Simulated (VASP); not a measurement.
Wanted: the native input for a VASP 6.6.1 run.

```
Task                   : single point
Functional             : PBE
Dispersion             : D3(BJ)
Potentials or basis    : VASP PAW PBE potentials, release 64 (N, H, S, O)
Cutoff                 : 520 eV
k mesh                 : 1 × 1 × 1
Occupations            : fermi-dirac, width 0.05 eV
Spin                   : no spin polarisation
Dipole correction      : no
Further INCAR settings : LREAL = Auto; ALGO = Normal; EDIFF = 1e-06; NBANDS = 88
```

The structure of H3SNO2 lies in POSCAR:

```
H3SNO2
1.0
    9.0225770000      0.0000000000      0.0000000000
    0.0000000000      9.0225770000      0.0000000000
    0.0000000000      0.0000000000      9.0225770000
N H S O
5 15 5 10
Direct
    1.1571638568      0.8260056966      0.8255180310
    0.3071738817      0.5244732187      0.7259234252
    0.7434350519     -0.0374061646      0.0268881052
    0.6864335987      0.3954745967      0.7995720070
    0.3806894638      0.1994330445      0.2922557491
    1.1798957216      0.9265423836      0.8837940646
    1.0680208105      0.7912151927      0.8992441960
    1.2372185907      0.7581204350      0.8569835425
    0.2624859838      0.6300195609      0.6972398241
    0.4047956587      0.5069394254      0.7729831510
    0.2685153033      0.4370037518      0.6713492165
    0.7452416311      0.0745684963      0.0294040162
    0.8151994713     -0.0532996283     -0.0578216179
    0.7891758641     -0.0641945200      0.1342299434
    0.7402873924      0.4619966114      0.8746725021
    0.6246219899      0.4872887203      0.7536760285
    0.6209534150      0.3346604856      0.8747722519
    0.4869783877      0.2160469232      0.2374155410
    0.3306372448      0.3049018036      0.2656668932
    0.3394263080      0.1340415272      0.2096629378
    0.0522467140      0.5189426480      0.0746571628
    0.3260820052      0.0655356003      0.6521640103
    0.5330073659      0.8281226084      0.9721391128
    0.6092716083      0.6048272018      0.3754359758
    0.8468090657      0.1553879784      0.7230639317
    0.2018824555      0.5161939876      0.1407690951
   -0.0011415807      0.6726348803      0.0658791829
    0.2672407229      0.1984133801      0.7150839500
    0.4823233983      0.0580654507      0.5977449680
    0.4348535901      0.9304769580      0.8952209552
    0.6134500154      0.7321965775      0.8663489378
    0.5757335183      0.7671089978      0.3742278952
    0.7598383477      0.5572465605      0.3394152247
    0.9166449896      0.1482503280      0.8625584464
    0.9206903970      0.2027912868      0.5799562586
```

One way to write it, as run:

INCAR

```
PREC = Accurate
ENCUT = 520
EDIFF = 1E-6
ISMEAR = -1
SIGMA = 0.05
LREAL = Auto
LASPH = True
NELM = 100
ALGO = Normal
ISIF = 2
LWAVE = False
LCHARG = False
GGA = PE
IVDW = 12
NBANDS = 88
```

KPOINTS

```
regular mesh
0
Gamma
  1 1 1
```

Potentials or basis: VASP PAW PBE potentials, release 64 (N, H, S, O).

Run with:

```bash
$ cat potpaw_PBE.64/N/POTCAR potpaw_PBE.64/H/POTCAR potpaw_PBE.64/S/POTCAR potpaw_PBE.64/O/POTCAR > POTCAR
$ mpirun -np 1 vasp_gam > vasp.out
```

It gave:

```yaml
Pressure: -1.2 GPa
Largest_force: 6.044 eV/Å
Band_gap_on_the_k_mesh: 0.82 eV
Dispersion_energy_per_atom: -0.041 eV
```

Caveat: the k points lie up to 0.70 Å⁻¹ apart; the atoms stand as in a frame of molecular dynamics.

Wall time 2.2 min on 1 thread of Oxide Virtual Turin-like Processor, on a shared host, peak memory 0.64 GiB.
